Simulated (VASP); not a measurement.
# Cd (P6_3/mmc) in VASP: further runs

Cd is run at these levels: BLYP; tasks: single point.

Everything below comes from runs of VASP 6.6.1. Logs are shortened: lines on timing, memory, paths and dates and some standing lists are left out, and cuts for length are marked.

**1. The cell of the first run**

It takes space group P6_3/mmc (No. 194, hexagonal). The conventional cell has a = 3.097 Å, b = 3.097 Å, c = 6.420 Å, α = 90.00°, β = 90.00°, γ = 120.00°. Within 4.1 Å of Cd (site symmetry -6m2) lie 12 Cd at 3.10 to 3.67 Å.

**2. Single point, BLYP, non-collinear spin, zero start, spin-orbit coupling**

File INCAR:

```
PREC = Accurate
ENCUT = 520
EDIFF = 1E-6
ISMEAR = -1
SIGMA = 0.1
LREAL = F
LASPH = T
NELM = 150
ALGO = Normal
ISIF = 2
LWAVE = F
LCHARG = F
MAGMOM = 0 0 0 0 0 0
LORBIT = 11
LSORBIT = T
GGA_COMPAT = F
LORBMOM = T
GGA = B5
ALDAX = 1.0
AGGAX = 1.0
AGGAC = 1.0
ALDAC = 0.0
NBANDS = 36
```

File KPOINTS:

```
Automatic mesh
0
Gamma
  12 12 5
```

File POSCAR:

```
Cd
1.0
    3.0972784574      0.0000000000      0.0000000000
   -1.5486392287      2.6823218267      0.0000000000
    0.0000000000      0.0000000000      6.4200636719
Cd
2
Direct
    0.3333333333      0.6666666667      0.2500000000
    0.6666666667      0.3333333333      0.7500000000
```

Potentials or basis: VASP PAW PBE potentials, release 64 (Cd).

The run is started by

```bash
> cat potpaw_PBE.64/Cd/POTCAR > POTCAR
> mpirun -np 1 vasp_ncl > vasp.out
```

OUTCAR:

```text
PREC = Accurate
   ENCUT = 520
   EDIFF = 1E-6
   ISMEAR = -1
   LREAL = F
   LASPH = T
   NELM = 150
   ISIF = 2
   LORBIT = 11
   LSORBIT = T
   GGA = B5

 ion  position               nearest neighbor table
   1  0.333  0.667  0.250-   2 3.67   2 3.67   2 3.67   2 3.67   2 3.67   2 3.67
   2  0.667  0.333  0.750-   1 3.67   1 3.67   1 3.67   1 3.67   1 3.67   1 3.67

  LATTYP: Found a hexagonal cell.
 ALAT       =     3.0972784574
 C/A-ratio  =     2.0728080346

  Lattice vectors:

 A1 = (   3.0972784574,   0.0000000000,   0.0000000000)
 A2 = (  -1.5486392287,   2.6823218267,   0.0000000000)
 A3 = (   0.0000000000,   0.0000000000,   6.4200636719)

Analysis of symmetry for initial positions (statically):
=====================================================================
 Subroutine PRICEL returns:
 Original cell was already a primitive cell.

 Routine SETGRP: Setting up the symmetry group for a
 hexagonal supercell.

 Subroutine GETGRP returns: Found 24 space group operations
 (whereof 12 operations were pure point group operations)
 out of a pool of 24 trial point group operations.

The static configuration has the point symmetry D_3d.
 The point group associated with its full space group is D_6h.

Analysis of symmetry for dynamics (positions and initial velocities):
=====================================================================
 Subroutine PRICEL returns:
 Original cell was already a primitive cell.

 Routine SETGRP: Setting up the symmetry group for a
 hexagonal supercell.

 Subroutine GETGRP returns: Found 24 space group operations
 (whereof 12 operations were pure point group operations)
 out of a pool of 24 trial point group operations.

The dynamic configuration has the point symmetry D_3d.
 The point group associated with its full space group is D_6h.

Analysis of structural, dynamic, and magnetic symmetry:
=====================================================================
 Subroutine PRICEL returns:
 Original cell was already a primitive cell.

 Routine SETGRP: Setting up the symmetry group for a
 hexagonal supercell.

 Subroutine GETGRP returns: Found 24 space group operations
 (whereof 12 operations were pure point group operations)
 out of a pool of 24 trial point group operations.

The overall configuration has the point symmetry D_3d.
 The point group associated with its full space group is D_6h.

 Subroutine INISYM returns: Found 24 space group operations
 (whereof 12 operations are pure point group operations),
 and found     1 'primitive' translations

----------------------------------------------------------------------------------------

                                     Primitive cell

  volume of cell :      53.3372

  direct lattice vectors                    reciprocal lattice vectors
     3.097278457  0.000000000  0.000000000     0.322864093  0.186405671  0.000000000
    -1.548639229  2.682321827  0.000000000     0.000000000  0.372811342  0.000000000
     0.000000000  0.000000000  6.420063672     0.000000000  0.000000000  0.155761695

  length of vectors
     3.097278457  3.097278457  6.420063672     0.372811342  0.372811342  0.155761695

  position of ions in fractional coordinates (direct lattice)
     0.333333333  0.666666667  0.250000000
     0.666666667  0.333333333  0.750000000

  ion indices of the primitive-cell ions
   primitive index   ion index
                 1           1
                 2           2

----------------------------------------------------------------------------------------

 KPOINTS: Automatic mesh

Automatic generation of k-mesh.
 Grid dimensions read from file:
 generate k-points for:   12   12    5

 Generating k-lattice:

  Cartesian coordinates                     Fractional coordinates (reciprocal lattice)
     0.026905341  0.015533806  0.000000000     0.083333333 -0.000000000  0.000000000
     0.000000000  0.031067612  0.000000000     0.000000000  0.083333333  0.000000000
     0.000000000  0.000000000  0.031152339     0.000000000  0.000000000  0.200000000

  Length of vectors
     0.031067612  0.031067612  0.031152339

  Shift w.r.t. Gamma in fractional coordinates (k-lattice)
     0.000000000  0.000000000  0.000000000

 Subroutine IBZKPT returns following result:
 ===========================================

 Found     57 irreducible k-points:

 Following reciprocal coordinates:
            Coordinates               Weight
  0.000000  0.000000  0.000000      1.000000
  0.083333  0.000000  0.000000      6.000000
  0.166667  0.000000  0.000000      6.000000
  0.250000  0.000000  0.000000      6.000000
  0.333333  0.000000  0.000000      6.000000
  0.416667 -0.000000  0.000000      6.000000
[... 39 lines left out ...]
   EDIFFG = 0.1E-04   stopping-criterion for IOM
   NSW    =      0    number of steps for IOM
   IBRION =     -1    ionic relax: 0-MD 1-quasi-New 2-CG
   NFREE  =      0    steps in history (QN), initial steepest desc. (CG)
   ISIF   =      2    stress and relaxation
   ISYM   =      2    0-nonsym 1-usesym 2-fastsym
   POTIM  = 0.5000    time-step for ionic-motion
   TEBEG  =    0.0;   TEEND  =   0.0 temperature during run
   PSTRESS=    0.0 pullay stress
   NELECT =      24.0000    total number of electrons
   NUPDOWN=      -1.0000    fix difference up-down
   EMIN   =  10.00;   EMAX   =-10.00  energy-range for DOS
   EFERMI =   0.00;   METHOD = LEGACY
   ISMEAR =    -1;   SIGMA  =   0.10  broadening in eV -4-tet -1-fermi 0-gaus
   EFERMI_NEDOS =   21; number of points for ismear=-14 and -15
   IALGO  =     38    algorithm
   IMIX   =      4    mixing-type and parameters
     AMIX     =   0.40;   BMIX     =  1.00
     AMIX_MAG =   1.60;   BMIX_MAG =  1.00
  volume/ion in A,a.u.               =      26.67       179.97
  Fermi-wavevector in a.u.,A,eV,Ry     =   1.254494  2.370649 21.412223  1.573754
  Thomas-Fermi vector in A             =   2.388296
   LORBIT       =     11    0 simple, 1 ext, 2 COOP (PROOUT), +10 PAW based schemes
   GGA     = B5    functional components
   LHFCALC =     F    Hartree Fock is set to
   AEXX    =    0.0000 exact exchange contribution
   IVDW    =     0    specifies the selected vdW correction
   LEPSILON=     F    determine dielectric tensor
   LRPA    =     F    only Hartree local field effects (RPA)
  energy-cutoff  :      520.00
  volume of cell :       53.34
 maximum number of plane-waves:      2896
 NGX is ok and might be reduce to    24
   NGX = 11   NGY = 11   NGZ = 23

 number of electron      24.0000000 magnetization       0.0000000      0.0000000      0.0000000

 number of electron      24.0000008 magnetization       0.0000000     -0.0000000      0.0000000

 number of electron      24.0000008 magnetization      -0.0000000     -0.0000000      0.0000000

 number of electron      24.0000008 magnetization      -0.0000000     -0.0000000     -0.0000000

 Free energy of the ion-electron system (eV)
  ---------------------------------------------------
  ext. energy  EPLUGINS =         0.00000000
  ---------------------------------------------------
  free energy    TOTEN  =        -0.33665735 eV

  energy without entropy =       -0.31362335  energy(sigma->0) =       -0.32514035

 E-fermi :   2.0472     XC(G=0):  -9.3746

 val. band max:        2.0137763594   @ k =   0.2500   0.2500   0.0000
 cond. band min:       2.0658076530   @ k =   0.5000   0.0000   0.4000
 fundamental gap:      0.0520312936
 Fermi energy:         2.0471964082

 k-point     1 :       0.0000    0.0000    0.0000
  band No.  band energies     occupation
      1      -7.4104      1.00000
      2      -7.4104      1.00000
      3      -7.3654      1.00000
      4      -7.3654      1.00000
      5      -7.2462      1.00000
      6      -7.2462      1.00000
[... 925 lines left out ...]
     35      12.4764      0.00000
     36      12.4764      0.00000

 [... further k-points ...]
[... 5 lines left out ...]
  --------------------------------------------------------------------------------------
  -------------------------------------------------------------------------------------
  Total       -0.0278456     -0.0278456      0.0979683     -0.0000000      0.0000000     -0.0000000
  in kB       -0.8364435     -0.8364435      2.9428323     -0.0000000      0.0000000     -0.0000000
  external PRESSURE =       0.4233151 kB  Pullay stress =       0.0000000 kB

 VOLUME and BASIS-vectors are now :
 -----------------------------------------------------------------------------
  energy-cutoff  :      520.00
  volume of cell :       53.34
      direct lattice vectors                 reciprocal lattice vectors
     3.097278457  0.000000000  0.000000000     0.322864093  0.186405671  0.000000000
    -1.548639229  2.682321827  0.000000000     0.000000000  0.372811342  0.000000000
     0.000000000  0.000000000  6.420063672     0.000000000  0.000000000  0.155761695

 POSITION                                       TOTAL-FORCE (eV/Angst)
 -----------------------------------------------------------------------------------
     -0.00000      1.78821      1.60502        -0.000000      0.000000      0.000000
      1.54864      0.89411      4.81505         0.000000     -0.000000     -0.000000
 -----------------------------------------------------------------------------------
    total drift:                                0.000000      0.000000     -0.000000

  FREE ENERGIE OF THE ION-ELECTRON SYSTEM (eV)
  ---------------------------------------------------
  free  energy   TOTEN  =        -0.3366573474 eV

  energy  without entropy=       -0.3136233487  energy(sigma->0) =       -0.32514035

 orbital moment (x)

 # of ion     p       d       tot
 ----------------------------------------
  1         0.000  -0.000  -0.000
  2         0.000   0.000   0.000
 ----------------------------------------
            0.000   0.000   0.000

 orbital moment (y)

 # of ion     p       d       tot
 ----------------------------------------
  1         0.000  -0.000  -0.000
  2         0.000  -0.000  -0.000
 ----------------------------------------
            0.000  -0.000  -0.000

 orbital moment (z)

 # of ion     p       d       tot
 ----------------------------------------
  1         0.000  -0.000  -0.000
  2         0.000  -0.000  -0.000
 ----------------------------------------
            0.000  -0.000  -0.000

 Spin-Orbit-Coupling matrix elements

 Ion:    1  E_soc:     -0.0557044
 l=   1
     0.0000000    -0.0020437    -0.0024363
    -0.0020437     0.0000000    -0.0020437
    -0.0024363    -0.0020437     0.0000000
 l=   2
     0.0000000    -0.0014352     0.0000000    -0.0014352    -0.0057547
    -0.0014352     0.0000000    -0.0042133    -0.0014066    -0.0014352
     0.0000000    -0.0042133     0.0000000    -0.0042133     0.0000000
    -0.0014352    -0.0014066    -0.0042133     0.0000000    -0.0014352
    -0.0057547    -0.0014352     0.0000000    -0.0014352     0.0000000
 l=   3
     0.0000000     0.0000000     0.0000000     0.0000000     0.0000000     0.0000000     0.0000000
     0.0000000     0.0000000     0.0000000     0.0000000     0.0000000     0.0000000     0.0000000
     0.0000000     0.0000000     0.0000000     0.0000000     0.0000000     0.0000000     0.0000000
     0.0000000     0.0000000     0.0000000     0.0000000     0.0000000     0.0000000     0.0000000
     0.0000000     0.0000000     0.0000000     0.0000000     0.0000000     0.0000000     0.0000000
     0.0000000     0.0000000     0.0000000     0.0000000     0.0000000     0.0000000     0.0000000
     0.0000000     0.0000000     0.0000000     0.0000000     0.0000000     0.0000000     0.0000000

 Ion:    2  E_soc:     -0.0557044
 l=   1
     0.0000000    -0.0020437    -0.0024363
    -0.0020437     0.0000000    -0.0020437
    -0.0024363    -0.0020437     0.0000000
 l=   2
     0.0000000    -0.0014352     0.0000000    -0.0014352    -0.0057547
    -0.0014352     0.0000000    -0.0042133    -0.0014066    -0.0014352
     0.0000000    -0.0042133     0.0000000    -0.0042133     0.0000000
    -0.0014352    -0.0014066    -0.0042133     0.0000000    -0.0014352
    -0.0057547    -0.0014352     0.0000000    -0.0014352     0.0000000
 l=   3
     0.0000000     0.0000000     0.0000000     0.0000000     0.0000000     0.0000000     0.0000000
     0.0000000     0.0000000     0.0000000     0.0000000     0.0000000     0.0000000     0.0000000
     0.0000000     0.0000000     0.0000000     0.0000000     0.0000000     0.0000000     0.0000000
     0.0000000     0.0000000     0.0000000     0.0000000     0.0000000     0.0000000     0.0000000
     0.0000000     0.0000000     0.0000000     0.0000000     0.0000000     0.0000000     0.0000000
     0.0000000     0.0000000     0.0000000     0.0000000     0.0000000     0.0000000     0.0000000
     0.0000000     0.0000000     0.0000000     0.0000000     0.0000000     0.0000000     0.0000000

 total charge

# of ion       s       p       d       tot
------------------------------------------
    1        0.569   0.225   9.500  10.293
    2        0.569   0.225   9.500  10.293
--------------------------------------------------
tot          1.138   0.449  18.999  20.587

 magnetization (x)

# of ion       s       p       d       tot
------------------------------------------
    1       -0.000   0.000   0.000  -0.000
    2       -0.000   0.000   0.000  -0.000
--------------------------------------------------
tot         -0.000   0.000   0.000  -0.000

 magnetization (y)

# of ion       s       p       d       tot
------------------------------------------
    1        0.000   0.000   0.000   0.000
    2        0.000   0.000   0.000   0.000
--------------------------------------------------
tot          0.000   0.000   0.000   0.000

 magnetization (z)

# of ion       s       p       d       tot
------------------------------------------
    1        0.000   0.000   0.000   0.000
    2        0.000   0.000   0.000   0.000
--------------------------------------------------
tot          0.000   0.000   0.000   0.000
```

Wall time 73 s (1 thread of Intel Xeon 6975P-C (Granite Rapids), shared host); peak memory 0.36 GiB.

Results:

* Free energy: -0.3367 eV
* Pressure: 0.0 GPa
* Net moment: 0.00 μB per cell
* Valence electrons inside the program's atomic spheres: Cd 10.29

Moments on the atoms (μB; x, y, z):
```
Cd  0.00 0.00 0.00
Cd  0.00 0.00 0.00
```

Caveat: the PAW data sets were made with another functional, which shifts forces and pressure a little.

**3. Single point, BLYP (29.87 Å³/atom)**

This run uses another cell than the first one, of 29.87 Å³/atom.

File INCAR:

```
PREC = Accurate
ENCUT = 520
EDIFF = 1E-6
ISMEAR = -1
SIGMA = 0.1
LREAL = F
LASPH = T
NELM = 60
ALGO = Normal
ISIF = 2
LWAVE = F
LCHARG = T
GGA = B5
ALDAX = 1.0
AGGAX = 1.0
AGGAC = 1.0
ALDAC = 0.0
LELF = T
LVHAR = T
NBANDS = 19
```

File KPOINTS:

```
regular mesh
0
Gamma
  19 19 8
```

File POSCAR:

```
Cd
1.0
    3.2165200225      0.0000000000      0.0000000000
   -1.6082600112      2.7855880513      0.0000000000
    0.0000000000      0.0000000000      6.6672286653
Cd
2
Direct
    0.3333333333      0.6666666667      0.2500000000
    0.6666666667      0.3333333333      0.7500000000
```

Potentials or basis: VASP PAW PBE potentials, release 64 (Cd).

The run is started by

```bash
> cat potpaw_PBE.64/Cd/POTCAR > POTCAR
> mpirun -np 1 vasp_std > vasp.out
```

Wall time 56 s (1 thread of Intel Xeon Platinum 8559C (Emerald Rapids), shared host); peak memory 0.31 GiB.

It converged, with:

| Item | Value |
| --- | --- |
| Free energy | -0.2499 eV |
| Pressure | -1.2 GPa |
| Band gap on the k mesh | zero (bands 12 and 13 overlap by 2.46 eV) |

Stress tensor (GPa, compression positive):
```
-1.49  0.00  0.00
 0.00 -1.49  0.00
 0.00  0.00 -0.72
```

Levels at points of the mesh, in eV from the Fermi level:
```
           k point  band 9  band 10  band 11  band 12  band 13  band 14  band 15  band 16
(0.00, 0.00, 0.00)   -8.29    -8.29    -6.81    -3.87    -1.71     6.76    10.54    12.76
(0.00, 0.00, 0.50)   -8.33    -8.33    -5.88    -5.88     2.05     2.05    13.36    13.36
```

Caveat: the PAW data sets were made with another functional, which shifts forces and pressure a little.

(Part 1 of 2 ends here.)
